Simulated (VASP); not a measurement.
# Y (Im-3m) in VASP: a series of runs, part 2 of 2

VASP 6.6.1.

**3. Relaxation of cell and atoms, LDA**

This run uses another cell than the first one, of 33.01 Å³/atom.

Input file INCAR:

```
SYSTEM = Y
ALGO     = Normal         ! electronic algorithm
EDIFF    = 1E-7           ! SCF threshold, eV
EDIFFG   = -0.01          ! ionic threshold
ENCUT    = 600            ! plane-wave cutoff, eV
IBRION   = 2              ! ionic algorithm
ISIF     = 3              ! what is computed and relaxed
ISMEAR   = -1             ! smearing method
LASPH    = .True.         ! aspherical terms in the spheres
LCHARG   = .False.        ! write CHGCAR
LREAL    = .False.        ! projectors in reciprocal space
LWAVE    = .False.        ! write WAVECAR
NELM     = 60             ! most SCF steps
NSW      = 80             ! ionic steps
PREC     = Accurate       ! precision mode
SIGMA    = 0.1            ! smearing width, eV
```

Input file KPOINTS:

```
k-points
0
Gamma
  11 11 11
  0 0 0
```

Input file POSCAR:

```
Y
1.0
   -2.0208580385      2.0208580385      2.0208580385
    2.0208580385     -2.0208580385      2.0208580385
    2.0208580385      2.0208580385     -2.0208580385
Y
1
Direct
    0.0000000000      0.0000000000      0.0000000000
```

Potentials or basis: VASP PAW LDA potentials, release 64 (Y_sv).

The run is started by

```bash
$ cat potpaw_LDA.64/Y_sv/POTCAR > POTCAR
$ mpirun -np 1 vasp_std > vasp.out
```

It took 38 s on 1 thread of Intel Xeon Platinum 8259CL at 2.50GHz (Skylake/Cascade Lake), shared host; peak memory 0.18 GiB.

It converged, with:

- Free energy: -6.8550 eV
- Relaxed volume: 29.89 Å³/atom
- Relaxed cell: a = 3.386 Å, b = 3.386 Å, c = 3.386 Å, α = 109.47°, β = 109.47°, γ = 109.47°
- Space group after relaxing (to 0.1 Å): Im-3m (No. 229)
- Energy gained by relaxing: 37.8 meV/atom
- Ionic steps: 3
- Pressure after relaxing: 0.0 GPa
- Band gap on the k mesh: zero (an odd number of electrons rules out a gap without spin polarisation)

The path:
```csv
step,energy change (eV),largest force (eV/Å),pressure (GPa),volume (Å³)
1,0.0000,0.0000,-3.64,33.01
2,-0.0373,0.0000,0.49,29.55
3,-0.0378,0.0000,0.01,29.89
```

Final structure:
```cif
data_structure
_symmetry_space_group_name_H-M 'P 1'
_symmetry_Int_Tables_number 1
_cell_length_a 3.3861
_cell_length_b 3.3861
_cell_length_c 3.3861
_cell_angle_alpha 109.471
_cell_angle_beta 109.471
_cell_angle_gamma 109.471
_cell_volume 29.89
loop_
_atom_site_label
_atom_site_type_symbol
_atom_site_fract_x
_atom_site_fract_y
_atom_site_fract_z
_atom_site_occupancy
Y1 Y 0.00000 0.00000 0.00000 1
```

Levels at points of the mesh, in eV from the Fermi level:
```csv
k point,band 1,band 2,band 3,band 4,band 5,band 6,band 7,band 8,band 9
"(0.00, 0.00, 0.00)",-42.37,-22.11,-22.11,-22.11,-4.93,1.70,1.70,1.70,3.87
```

**4. Single point, LDA**

This run uses another cell than the first one, of 29.99 Å³/atom.

Input file INCAR:

```
PREC = Accurate ; ENCUT = 520
EDIFF = 1E-6 ; ISMEAR = -1
SIGMA = 0.1 ; LREAL = False
LASPH = True ; NELM = 60
ALGO = Normal ; ISIF = 2
LWAVE = False ; LCHARG = False
GGA = CA ; NBANDS = 12
```

Input file KPOINTS:

```
Automatic mesh
0
Gamma
  19 19 19
```

Input file POSCAR:

```
Y
1.0
   -1.9571968573      1.9571968573      1.9571968573
    1.9571968573     -1.9571968573      1.9571968573
    1.9571968573      1.9571968573     -1.9571968573
Y
1
Direct
    0.0000000000      0.0000000000      0.0000000000
```

Potentials or basis: VASP PAW LDA potentials, release 64 (Y_sv).

The run is started by

```bash
$ cat potpaw_LDA.64/Y_sv/POTCAR > POTCAR
$ mpirun -np 1 vasp_std > vasp.out
```

OUTCAR:

```text
PREC = Accurate
   ENCUT = 520
   EDIFF = 1E-6
   ISMEAR = -1
   LREAL = False
   LASPH = True
   NELM = 60
   ISIF = 2
   GGA = CA

 ion  position               nearest neighbor table
   1  0.000  0.000  0.000-

  LATTYP: Found a body centered cubic cell.
 ALAT       =     3.9143937146

  Lattice vectors:

 A1 = (  -1.9571968573,   1.9571968573,   1.9571968573)
 A2 = (   1.9571968573,  -1.9571968573,   1.9571968573)
[... 537 lines left out ...]
     10       8.7596      0.00000
     11      12.7925      0.00000
     12      13.5301      0.00000

 [... further k-points ...]

------------------------ aborting loop because EDIFF is reached ----------------------------------------

  FORCE on cell =-STRESS in cart. coord.  units (eV):
  Direction    XX          YY          ZZ          XY          YZ          ZX
  --------------------------------------------------------------------------------------
  -------------------------------------------------------------------------------------
  Total       -0.0255134     -0.0255134     -0.0255134      0.0000000      0.0000000      0.0000000
  in kB       -1.3630617     -1.3630617     -1.3630617      0.0000000      0.0000000      0.0000000
  external PRESSURE =      -1.3630617 kB  Pullay stress =       0.0000000 kB

 VOLUME and BASIS-vectors are now :
 -----------------------------------------------------------------------------
  energy-cutoff  :      520.00
  volume of cell :       29.99
      direct lattice vectors                 reciprocal lattice vectors
    -1.957196857  1.957196857  1.957196857     0.000000000  0.255467404  0.255467404
     1.957196857 -1.957196857  1.957196857     0.255467404  0.000000000  0.255467404
     1.957196857  1.957196857 -1.957196857     0.255467404  0.255467404  0.000000000

 POSITION                                       TOTAL-FORCE (eV/Angst)
 -----------------------------------------------------------------------------------
      0.00000      0.00000      0.00000        -0.000000      0.000000     -0.000000
 -----------------------------------------------------------------------------------
    total drift:                               -0.000000     -0.000000     -0.000000

  FREE ENERGIE OF THE ION-ELECTRON SYSTEM (eV)
  ---------------------------------------------------
  free  energy   TOTEN  =        -6.8546851569 eV

  energy  without entropy=       -6.7785815563  energy(sigma->0) =       -6.81663336
```

It took 54 s on 1 thread of Intel Xeon Platinum 8259CL at 2.50GHz (Skylake/Cascade Lake), shared host; peak memory 0.22 GiB.

What came out:

```yaml
Free_energy: -6.8547 eV
Pressure: -0.1 GPa
Band_gap_on_the_k_mesh: zero (an odd number of electrons rules out a gap without spin polarisation)
```

Levels at points of the mesh, in eV from the Fermi level:
```tsv
k point	band 3	band 4	band 5	band 6	band 7	band 8
(0.00, 0.00, 0.00)	-22.12	-22.12	-4.93	1.70	1.70	1.70
```

**5. Single point, LDA, non-collinear spin, zero start, spin-orbit coupling**

This run uses another cell than the first one, of 29.99 Å³/atom.

Input file INCAR:

```
SYSTEM = Y
  ALGO = Normal
  EDIFF = 1E-6
  ENCUT = 520
  GGA = CA
  GGA_COMPAT = .FALSE.
  ISIF = 2
  ISMEAR = -1
  LASPH = .TRUE.
  LCHARG = .FALSE.
  LMAXMIX = 4
  LNONCOLLINEAR = .TRUE.
  LORBIT = 11
  LORBMOM = .TRUE.
  LREAL = .FALSE.
  LSORBIT = .TRUE.
  LWAVE = .FALSE.
  MAGMOM = 0 0 0
  NBANDS = 22
  NELM = 150
  PREC = Accurate
  SIGMA = 0.1
```

Input file KPOINTS:

```
k-points
0
G
  11 11 11
  0 0 0
```

POSCAR is that of step 4.

Potentials or basis: VASP PAW LDA potentials, release 64 (Y_sv).

The run is started by

```bash
$ cat potpaw_LDA.64/Y_sv/POTCAR > POTCAR
$ mpirun -np 1 vasp_ncl > vasp.out
```

OUTCAR:

```text
SYSTEM = Y
   EDIFF = 1E-6
   ENCUT = 520
   GGA = CA
   ISIF = 2
   ISMEAR = -1
   LASPH = .TRUE.
   LNONCOLLINEAR = .TRUE.
   LORBIT = 11
   LREAL = .FALSE.
   LSORBIT = .TRUE.
   NELM = 150
   PREC = Accurate

 ion  position               nearest neighbor table
   1  0.000  0.000  0.000-

  LATTYP: Found a body centered cubic cell.
 ALAT       =     3.9143937146

  Lattice vectors:

 A1 = (  -1.9571968573,   1.9571968573,   1.9571968573)
 A2 = (   1.9571968573,  -1.9571968573,   1.9571968573)
 A3 = (   1.9571968573,   1.9571968573,  -1.9571968573)

Analysis of symmetry for initial positions (statically):
=====================================================================
 Subroutine PRICEL returns:
 Original cell was already a primitive cell.

 Routine SETGRP: Setting up the symmetry group for a
 body centered cubic supercell.

 Subroutine GETGRP returns: Found 48 space group operations
 (whereof 48 operations were pure point group operations)
 out of a pool of 48 trial point group operations.

The static configuration has the point symmetry O_h .

Analysis of symmetry for dynamics (positions and initial velocities):
[... 816 lines left out ...]
 # of ion     p       d       f       tot
 ------------------------------------------------
  1         0.000  -0.000   0.000  -0.000
 ------------------------------------------------
            0.000  -0.000   0.000  -0.000

 orbital moment (y)

 # of ion     p       d       f       tot
 ------------------------------------------------
  1         0.000   0.000  -0.000   0.000
 ------------------------------------------------
            0.000   0.000  -0.000   0.000

 orbital moment (z)

 # of ion     p       d       f       tot
 ------------------------------------------------
  1         0.000   0.000   0.000   0.000
 ------------------------------------------------
            0.000   0.000   0.000   0.000

 Spin-Orbit-Coupling matrix elements

 Ion:    1  E_soc:     -0.1061936
 l=   1
     0.0000000    -0.0175788    -0.0175788
    -0.0175788     0.0000000    -0.0175788
    -0.0175788    -0.0175788     0.0000000
 l=   2
     0.0000000     0.0000288     0.0000000     0.0000288    -0.0001489
     0.0000288     0.0000000    -0.0001117     0.0000288    -0.0000372
     0.0000000    -0.0001117     0.0000000    -0.0001117     0.0000000
     0.0000288     0.0000288    -0.0001117     0.0000000    -0.0000372
    -0.0001489    -0.0000372     0.0000000    -0.0000372     0.0000000
 l=   3
     0.0000000     0.0000000     0.0000000     0.0000000     0.0000000     0.0000000     0.0000000
     0.0000000     0.0000000     0.0000000     0.0000000     0.0000000     0.0000000     0.0000000
     0.0000000     0.0000000     0.0000000     0.0000000     0.0000000    -0.0000000     0.0000000
     0.0000000     0.0000000     0.0000000     0.0000000     0.0000000     0.0000000     0.0000000
     0.0000000     0.0000000     0.0000000     0.0000000     0.0000000    -0.0000000     0.0000000
     0.0000000     0.0000000    -0.0000000     0.0000000    -0.0000000     0.0000000     0.0000000
     0.0000000     0.0000000     0.0000000     0.0000000     0.0000000     0.0000000     0.0000000

 total charge

# of ion       s       p       d       f       tot
--------------------------------------------------
    1        2.298   6.253   1.029   0.009   9.589

 magnetization (x)

# of ion       s       p       d       f       tot
--------------------------------------------------
    1        0.000   0.000   0.000   0.000   0.000

 magnetization (y)

# of ion       s       p       d       f       tot
--------------------------------------------------
    1        0.000   0.000  -0.000   0.000  -0.000

 magnetization (z)

# of ion       s       p       d       f       tot
--------------------------------------------------
    1        0.000   0.000   0.000  -0.000  -0.000
```

stdout:

```text
POSCAR found type information on POSCAR Y
 POSCAR found :  1 types and       1 ions
 scaLAPACK will be used
 LDA part: xc-table for (Slater(with rela. corr.)+CA(PZ))
 , standard interpolation
 POSCAR, INCAR and KPOINTS ok, starting setup
 FFT: planning ... GRIDC
 FFT: planning ... GRID_SOFT
 FFT: planning ... GRID
 WAVECAR not read
 entering main loop
```

Run time: 73 s. Hardware: 1 thread of Intel Xeon Platinum 8259CL at 2.50GHz (Skylake/Cascade Lake), shared host; peak memory 0.24 GiB.

Results:

| Quantity | Value |
| --- | --- |
| Free energy | -6.9080 eV |
| Pressure | -0.2 GPa |
| Net moment | 0.00 μB per cell |
| Valence electrons inside the program's atomic spheres | Y 9.59 |

Moments on the atoms (μB; x, y, z):
```
Y   0.00 0.00 0.00
```

**6. Summary**

```tsv
task	spin	cell	k mesh	cutoff (eV)	gap on the mesh (eV)	pressure (GPa)
single point	off	a = 3.520 Å, angles 109.5°, 1 atom	13 × 13 × 13	520	none	-4.2
relaxation of cell and atoms	off	relaxed from a = 3.500 Å, angles 109.5°, 1 atom	11 × 11 × 11	600	none	0.0
single point	off	a = 3.390 Å, angles 109.5°, 1 atom	19 × 19 × 19	520	none	-0.1
single point	non-collinear, zero start, SOC	a = 3.390 Å, angles 109.5°, 1 atom	11 × 11 × 11	520	-	-0.2
```

Alike in all rows: level LDA; potentials or basis VASP PAW LDA potentials, release 64 (Y_sv); smearing fermi-dirac 0.1 eV.

Caveats: the cell stands under tension (at least some runs).

Absolute energies hang on the potentials; compare differences alone.
